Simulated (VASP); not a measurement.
# SrAl3O2 (P6/mmm) in VASP: a series of runs

Runs on SrAl3O2. Level: PBE. Tasks: single point, relaxation of cell and atoms.

Everything below comes from runs of VASP 6.6.1. Logs are shortened: lines on timing, memory, paths and dates and some standing lists are left out, and cuts for length are marked.

**1. The cell of the first run**

Symmetry: P6/mmm, No. 191, hexagonal system. The conventional cell has a = 5.646 Å, b = 5.646 Å, c = 3.310 Å, α = 90.00°, β = 90.00°, γ = 120.00°. Within 4.3 Å of Sr (site symmetry 6/mmm) lie 6 O at 3.26 Å and 12 Al at 3.27 Å and 2 Sr at 3.31 Å. Within 3.1 Å of Al (site symmetry mmm) lie 4 O at 2.32 Å and 4 Al at 2.82 Å. Within 3.1 Å of O (site symmetry -6m2) lie 6 Al at 2.32 Å.

The cell was generated, and may not be a known phase.

**2. Single point, PBE, collinear spin, ferromagnetic start**

File INCAR:

```
  PREC = Accurate
  ENCUT = 520
  EDIFF = 1E-6
  ISMEAR = 0
  SIGMA = 0.1
  LREAL = False
  LASPH = True
  NELM = 150
  ALGO = Normal
  ISIF = 2
  LWAVE = False
  LCHARG = False
  ISPIN = 2
  MAGMOM = 0 0 0 0 1 1
  LORBIT = 11
  GGA = PE
  NBANDS = 28
```

File KPOINTS:

```
regular mesh
0
Gamma
  6 6 6
```

File POSCAR:

```
SrAl3O2
1.0
    5.6456552600      0.0000000000      0.0000000000
   -2.8228276300      4.8892808800      0.0000000000
    0.0000000000      0.0000000000      3.3097759400
Sr Al O
1 3 2
Direct
    0.0000000000      0.0000000000      0.5000000000
    0.0000000000      0.5000000000      0.0000000000
    0.5000000000      0.5000000000      0.0000000000
    0.5000000000      0.0000000000      0.0000000000
    0.6666666700      0.3333333300      0.5000000000
    0.3333333300      0.6666666700      0.5000000000
```

Potentials or basis: VASP PAW PBE potentials, release 64 (Sr_sv, Al, O).

On the command line:

```
> cat potpaw_PBE.64/Sr_sv/POTCAR potpaw_PBE.64/Al/POTCAR potpaw_PBE.64/O/POTCAR > POTCAR
> mpirun -np 1 vasp_std > vasp.out
```

OUTCAR:

```text
PREC = Accurate
   ENCUT = 520
   EDIFF = 1E-6
   ISMEAR = 0
   LREAL = False
   LASPH = True
   NELM = 150
   ISIF = 2
   ISPIN = 2
   LORBIT = 11
   GGA = PE

 ion  position               nearest neighbor table
   1  0.000  0.000  0.500-   5 3.26   6 3.26   5 3.26   6 3.26   5 3.26   6 3.26   4 3.27   4 3.27
                             4 3.27   4 3.27   2 3.27   2 3.27   2 3.27   2 3.27   3 3.27   3 3.27
   2  0.000  0.500  0.000-   5 2.32   6 2.32   5 2.32   6 2.32   3 2.82   3 2.82   4 2.82   4 2.82
                             1 3.27   1 3.27   1 3.27   1 3.27
   3  0.500  0.500  0.000-   5 2.32   6 2.32   5 2.32   6 2.32   2 2.82   2 2.82   4 2.82   4 2.82
                             1 3.27   1 3.27   1 3.27   1 3.27
   4  0.500  0.000  0.000-   5 2.32   6 2.32   5 2.32   6 2.32   2 2.82   3 2.82   3 2.82   2 2.82
                             1 3.27   1 3.27   1 3.27   1 3.27
   5  0.667  0.333  0.500-   2 2.32   2 2.32   4 2.32   4 2.32   3 2.32   3 2.32   1 3.26   1 3.26
                             1 3.26
   6  0.333  0.667  0.500-   2 2.32   2 2.32   4 2.32   4 2.32   3 2.32   3 2.32   1 3.26   1 3.26
                             1 3.26

  LATTYP: Found a hexagonal cell.
 ALAT       =     5.6456552600
 C/A-ratio  =     0.5862518676

  Lattice vectors:

 A1 = (   5.6456552600,   0.0000000000,   0.0000000000)
 A2 = (  -2.8228276300,   4.8892808800,   0.0000000000)
 A3 = (   0.0000000000,   0.0000000000,   3.3097759400)

Analysis of symmetry for initial positions (statically):
=====================================================================
 Subroutine PRICEL returns:
 Original cell was already a primitive cell.

 Routine SETGRP: Setting up the symmetry group for a
 hexagonal supercell.

 Subroutine GETGRP returns: Found 24 space group operations
 (whereof 24 operations were pure point group operations)
 out of a pool of 24 trial point group operations.

The static configuration has the point symmetry D_6h.

Analysis of symmetry for dynamics (positions and initial velocities):
=====================================================================
 Subroutine PRICEL returns:
 Original cell was already a primitive cell.

 Routine SETGRP: Setting up the symmetry group for a
 hexagonal supercell.

 Subroutine GETGRP returns: Found 24 space group operations
 (whereof 24 operations were pure point group operations)
 out of a pool of 24 trial point group operations.

The dynamic configuration has the point symmetry D_6h.

Analysis of structural, dynamic, and magnetic symmetry:
=====================================================================
 Subroutine PRICEL returns:
 Original cell was already a primitive cell.

 Routine SETGRP: Setting up the symmetry group for a
 hexagonal supercell.

 Subroutine GETGRP returns: Found 24 space group operations
[... 156 lines left out ...]
  ext. energy  EPLUGINS =         0.00000000
  ---------------------------------------------------
  free energy    TOTEN  =       -27.53407487 eV

  energy without entropy =      -27.52673950  energy(sigma->0) =      -27.53040719

 E-fermi :   6.8205     XC(G=0): -10.3072

 val. band max:        6.7661240576   @ k =   0.1667   0.0000   0.3333
 cond. band min:       6.8551410627   @ k =   0.1667   0.0000   0.5000
 fundamental gap:      0.0890170051
 Fermi energy:         6.8205364880

 spin component 1

 k-point     1 :       0.0000    0.0000    0.0000
  band No.  band energies     occupation
      1     -28.5034      1.00000
      2     -13.1445      1.00000
      3     -12.6552      1.00000
      4     -10.7405      1.00000
      5     -10.7405      1.00000
      6     -10.0273      1.00000
[... 709 lines left out ...]
     26      13.4241      0.00000
     27      13.7603      0.00000

 [... further k-points ...]

 spin component 2

 k-point     1 :       0.0000    0.0000    0.0000
  band No.  band energies     occupation
      1     -28.5034      1.00000
      2     -13.1445      1.00000
      3     -12.6553      1.00000
      4     -10.7405      1.00000
      5     -10.7405      1.00000
      6     -10.0273      1.00000
[... 709 lines left out ...]
     26      13.4242      0.00000
     27      13.7603      0.00000

 [... further k-points ...]

 [bands above 27 left out]

------------------------ aborting loop because EDIFF is reached ----------------------------------------

  FORCE on cell =-STRESS in cart. coord.  units (eV):
  Direction    XX          YY          ZZ          XY          YZ          ZX
  --------------------------------------------------------------------------------------
  -------------------------------------------------------------------------------------
  Total       -0.9520272     -0.9520272      5.1548229     -0.0000000     -0.0000000      0.0000000
  in kB      -16.6955996    -16.6955996     90.3995764     -0.0000000     -0.0000000      0.0000000
  external PRESSURE =      19.0027924 kB  Pullay stress =       0.0000000 kB

 VOLUME and BASIS-vectors are now :
 -----------------------------------------------------------------------------
  energy-cutoff  :      520.00
  volume of cell :       91.36
      direct lattice vectors                 reciprocal lattice vectors
     5.645655260  0.000000000  0.000000000     0.177127358  0.102264528  0.000000000
    -2.822827630  4.889280880  0.000000000     0.000000000  0.204529055  0.000000000
     0.000000000  0.000000000  3.309775940     0.000000000  0.000000000  0.302135256

 POSITION                                       TOTAL-FORCE (eV/Angst)
 -----------------------------------------------------------------------------------
      0.00000      0.00000      1.65489         0.000000      0.000000      0.000000
     -1.41141      2.44464      0.00000         0.000000      0.000000      0.000000
      1.41141      2.44464      0.00000         0.000000      0.000000      0.000000
      2.82283      0.00000      0.00000         0.000000      0.000000      0.000000
      2.82283      1.62976      1.65489        -0.000000      0.000000      0.000000
     -0.00000      3.25952      1.65489         0.000000      0.000000      0.000000
 -----------------------------------------------------------------------------------
    total drift:                                0.000000     -0.000000      0.000000

  FREE ENERGIE OF THE ION-ELECTRON SYSTEM (eV)
  ---------------------------------------------------
  free  energy   TOTEN  =       -27.5340748742 eV

  energy  without entropy=      -27.5267394980  energy(sigma->0) =      -27.53040719

 total charge

# of ion       s       p       d       tot
------------------------------------------
    1        2.035   5.778   0.333   8.146
    2        0.454   0.276   0.000   0.730
    3        0.454   0.276   0.000   0.730
    4        0.454   0.276   0.000   0.730
    5        1.603   3.310   0.000   4.913
    6        1.603   3.310   0.000   4.913
--------------------------------------------------
tot          6.603  13.226   0.333  20.162

 magnetization (x)

# of ion       s       p       d       tot
------------------------------------------
    1        0.000   0.000   0.000   0.000
    2        0.000   0.000   0.000   0.000
    3        0.000   0.000   0.000   0.000
    4        0.000   0.000   0.000   0.000
    5       -0.000  -0.000   0.000  -0.000
    6       -0.000  -0.000   0.000  -0.000
--------------------------------------------------
tot          0.000  -0.000   0.000  -0.000
```

Wall time 2 min (1 thread of Intel Xeon Platinum 8488C (Sapphire Rapids), shared host); peak memory 0.31 GiB.

What came out:

| Item | Value |
| --- | --- |
| Free energy | -27.5341 eV |
| Pressure | 1.9 GPa |
| Net moment | 0.00 μB per cell |
| Valence electrons inside the program's atomic spheres | Sr 8.15; Al 0.73; O 4.91 |

Levels at points of the mesh, in eV from the Fermi level:
Spin up:
| k point | band 12 | band 13 | band 14 | band 15 | band 16 | band 17 | band 18 | band 19 |
| --- | --- | --- | --- | --- | --- | --- | --- | --- |
| (0.00, 0.00, 0.00) | -5.39 | -4.93 | -0.22 | 0.06 | 0.06 | 0.81 | 0.81 | 1.05 |
| (0.50, 0.00, 0.00) | -5.09 | -3.54 | -2.75 | -1.98 | 0.12 | 1.10 | 2.35 | 2.53 |
| (0.00, 0.00, 0.50) | -4.68 | -2.16 | -2.16 | -1.31 | -1.31 | -0.74 | -0.41 | 3.66 |
| (0.50, 0.00, 0.50) | -4.59 | -3.27 | -2.38 | -1.64 | 1.85 | 2.00 | 2.15 | 2.25 |
Spin down:
| k point | band 12 | band 13 | band 14 | band 15 | band 16 | band 17 | band 18 | band 19 |
| --- | --- | --- | --- | --- | --- | --- | --- | --- |
| (0.00, 0.00, 0.00) | -5.39 | -4.93 | -0.22 | 0.06 | 0.06 | 0.81 | 0.81 | 1.05 |
| (0.50, 0.00, 0.00) | -5.09 | -3.54 | -2.75 | -1.98 | 0.12 | 1.10 | 2.35 | 2.53 |
| (0.00, 0.00, 0.50) | -4.68 | -2.16 | -2.16 | -1.31 | -1.31 | -0.74 | -0.41 | 3.66 |
| (0.50, 0.00, 0.50) | -4.59 | -3.27 | -2.38 | -1.64 | 1.85 | 2.00 | 2.15 | 2.25 |

Caveat: the stress differs along the axes, from -2 to 9 GPa.

**3. Relaxation of cell and atoms, PBE**

File INCAR:

```
  ALGO = Normal
  EDIFF = 1E-6
  EDIFFG = -0.01
  ENCUT = 600
  GGA = PE
  IBRION = 2
  ISIF = 3
  ISMEAR = 0
  LASPH = T
  LCHARG = F
  LREAL = F
  LWAVE = F
  NELM = 100
  NSW = 100
  PREC = Accurate
  SIGMA = 0.1
```

File KPOINTS:

```
k-points
0
Gamma
  12 12 12
```

POSCAR is that of step 2.

Potentials or basis: VASP PAW PBE potentials, release 64 (Sr_sv, Al, O).

On the command line:

```
> cat potpaw_PBE.64/Sr_sv/POTCAR potpaw_PBE.64/Al/POTCAR potpaw_PBE.64/O/POTCAR > POTCAR
> mpirun -np 1 vasp_std > vasp.out
```

OUTCAR:

```text
EDIFF = 1E-6
   EDIFFG = -0.01
   ENCUT = 600
   GGA = PE
   IBRION = 2
   ISIF = 3
   ISMEAR = 0
   LASPH = T
   LREAL = F
   NELM = 100
   NSW = 100
   PREC = Accurate

 ion  position               nearest neighbor table
   1  0.000  0.000  0.500-   5 3.26   6 3.26   5 3.26   6 3.26   5 3.26   6 3.26   4 3.27   4 3.27
                             4 3.27   4 3.27   2 3.27   2 3.27   2 3.27   2 3.27   3 3.27   3 3.27
   2  0.000  0.500  0.000-   5 2.32   6 2.32   5 2.32   6 2.32   3 2.82   3 2.82   4 2.82   4 2.82
                             1 3.27   1 3.27   1 3.27   1 3.27
   3  0.500  0.500  0.000-   5 2.32   6 2.32   5 2.32   6 2.32   2 2.82   2 2.82   4 2.82   4 2.82
                             1 3.27   1 3.27   1 3.27   1 3.27
   4  0.500  0.000  0.000-   5 2.32   6 2.32   5 2.32   6 2.32   2 2.82   3 2.82   3 2.82   2 2.82
                             1 3.27   1 3.27   1 3.27   1 3.27
   5  0.667  0.333  0.500-   2 2.32   2 2.32   4 2.32   4 2.32   3 2.32   3 2.32   1 3.26   1 3.26
                             1 3.26
   6  0.333  0.667  0.500-   2 2.32   2 2.32   4 2.32   4 2.32   3 2.32   3 2.32   1 3.26   1 3.26
                             1 3.26

  LATTYP: Found a hexagonal cell.
 ALAT       =     5.6456552600
 C/A-ratio  =     0.5862518676

  Lattice vectors:

 A1 = (   5.6456552600,   0.0000000000,   0.0000000000)
 A2 = (  -2.8228276300,   4.8892808800,   0.0000000000)
[... 189 lines left out ...]

  FORCE on cell =-STRESS in cart. coord.  units (eV):
  Direction    XX          YY          ZZ          XY          YZ          ZX
  --------------------------------------------------------------------------------------
  -------------------------------------------------------------------------------------
  Total       -0.9631157     -0.9631157      4.9282642      0.0000000      0.0000000      0.0000000
  in kB      -16.8900571    -16.8900572     86.4264413      0.0000000      0.0000000      0.0000000
  external PRESSURE =      17.5487757 kB  Pullay stress =       0.0000000 kB
[... 307 lines left out ...]
--------------------------------------- Ionic step        9  -------------------------------------------

 number of electron      30.9999996 magnetization

 Free energy of the ion-electron system (eV)
  ---------------------------------------------------
  ext. energy  EPLUGINS =         0.00000000
  ---------------------------------------------------
  free energy    TOTEN  =       -27.91383817 eV

  energy without entropy =      -27.90549251  energy(sigma->0) =      -27.90966534

 E-fermi :   6.5190     XC(G=0): -10.3044

 val. band max:        6.5069169741   @ k =   0.0833   0.0833   0.3333
 cond. band min:       6.5201778485   @ k =   0.2500   0.0000   0.0000
 fundamental gap:      0.0132608744
 Fermi energy:         6.5190323633

 k-point     1 :       0.0000    0.0000    0.0000
  band No.  band energies     occupation
      1     -28.7359      2.00000
      2     -12.6113      2.00000
      3     -11.9912      2.00000
      4     -10.9427      2.00000
      5     -10.9427      2.00000
      6     -10.5589      2.00000
[... 505 lines left out ...]
      6     -10.5902      2.00000
[... 11 lines left out ...]
     18       8.9965      0.00000
     19       9.5294      0.00000

 [... further k-points ...]
[... 5 lines left out ...]
  --------------------------------------------------------------------------------------
  -------------------------------------------------------------------------------------
  Total       -0.0229495     -0.0229495      0.0328114      0.0000000     -0.0000000      0.0000000
  in kB       -0.4029925     -0.4029925      0.5761664      0.0000000     -0.0000000      0.0000000
  external PRESSURE =      -0.0766062 kB  Pullay stress =       0.0000000 kB
[... 21 lines left out ...]
  FREE ENERGIE OF THE ION-ELECTRON SYSTEM (eV)
  ---------------------------------------------------
  free  energy   TOTEN  =       -27.9138381678 eV

  energy  without entropy=      -27.9054925060  energy(sigma->0) =      -27.90966534

 reached required accuracy - stopping structural energy minimisation
```

OSZICAR:

```text
N       E                     dE             d eps       ncg     rms          rms(c)
DAV:   1     0.168612696164E+03    0.16861E+03   -0.15821E+04  5054   0.161E+03
DAV:   2    -0.153911493465E+02   -0.18400E+03   -0.17873E+03  6842   0.294E+02
[... 82 lines left out ...]
   8 F= -.27913790E+02 E0= -.27909607E+02  d E =-.122951E-01
       N       E                     dE             d eps       ncg     rms          rms(c)
DAV:   1    -0.279139445947E+02   -0.15468E-03   -0.48299E-03  5147   0.563E-01    0.790E-02
DAV:   2    -0.279138596974E+02    0.84897E-04   -0.46494E-04  6625   0.154E-01    0.292E-02
DAV:   3    -0.279138421847E+02    0.17513E-04   -0.60096E-05  6922   0.574E-02    0.179E-02
DAV:   4    -0.279138372270E+02    0.49577E-05   -0.18742E-05  8299   0.266E-02    0.155E-02
DAV:   5    -0.279138381678E+02   -0.94084E-06   -0.27387E-06  4688   0.100E-02
   9 F= -.27913838E+02 E0= -.27909665E+02  d E =-.481369E-04
```

CONTCAR:

```text
SrAl3O2
   1.00000000000000
     5.3300215725344628   -0.0000000000000000    0.0000000000000000
    -2.6650107862672314    4.6159340877404134    0.0000000000000000
    -0.0000000000000000    0.0000000000000000    3.7085006170254937
  Sr              Al              O
     1     3     2
Direct
     0.0000000000000000    0.0000000000000000    0.5000000000000000
     0.0000000000000000    0.5000000000000000    1.0000000000000000
     0.5000000000000000    0.5000000000000000    1.0000000000000000
     0.5000000000000000    0.0000000000000000    1.0000000000000000
     0.6666666699999979    0.3333333300000021    0.5000000000000000
     0.3333333300000021    0.6666666699999979    0.5000000000000000

  0.00000000E+00  0.00000000E+00  0.00000000E+00
  0.00000000E+00  0.00000000E+00  0.00000000E+00
  0.00000000E+00  0.00000000E+00  0.00000000E+00
  0.00000000E+00  0.00000000E+00  0.00000000E+00
  0.00000000E+00  0.00000000E+00  0.00000000E+00
  0.00000000E+00  0.00000000E+00  0.00000000E+00
```

Wall time 17 min (1 thread of Intel Xeon Platinum 8488C (Sapphire Rapids), shared host); peak memory 0.48 GiB.

Results:

```
Free energy                           : -27.9138 eV
Relaxed volume                        : 15.21 Å³/atom
Relaxed cell                          : a = 5.330 Å, b = 5.330 Å, c = 3.709 Å, α = 90.00°, β = 90.00°, γ = 120.00°
Space group after relaxing (to 0.1 Å) : P6/mmm (No. 191)
Energy gained by relaxing             : 65.8 meV/atom
Ionic steps                           : 9
Pressure after relaxing               : 0.0 GPa
Band gap on the k mesh                : zero (an odd number of electrons rules out a gap without spin polarisation)
```

The path:
| step | energy change (eV) | largest force (eV/Å) | pressure (GPa) | volume (Å³) |
| --- | --- | --- | --- | --- |
| 1 | 0.0000 | 0.0000 | 1.75 | 91.36 |
| 2 | -0.1708 | 0.0000 | -0.75 | 93.52 |
| 3 | -0.2819 | 0.0000 | -4.38 | 97.11 |
| 4 | -0.3762 | 0.0000 | -2.25 | 93.75 |
| 5 | -0.3822 | 0.0000 | -1.57 | 92.86 |
| 6 | -0.3942 | 0.0000 | -0.33 | 91.57 |
| 7 | -0.3945 | 0.0000 | -0.09 | 91.32 |
| 8 | -0.3945 | 0.0000 | -0.06 | 91.29 |
| 9 | -0.3946 | 0.0000 | -0.01 | 91.24 |

Final structure:
```xyz
6
Lattice="5.3300 0.0000 0.0000 -2.6650 4.6159 0.0000 0.0000 0.0000 3.7085" Properties=species:S:1:pos:R:3 pbc="T T T"
Sr    0.0000    0.0000    1.8542
Al   -1.3325    2.3080    3.7085
Al    1.3325    2.3080    3.7085
Al    2.6650    0.0000    3.7085
O     2.6650    1.5386    1.8542
O     0.0000    3.0773    1.8542
```

The gap in the log of VASP goes by the Fermi energy; the results here count the filled bands.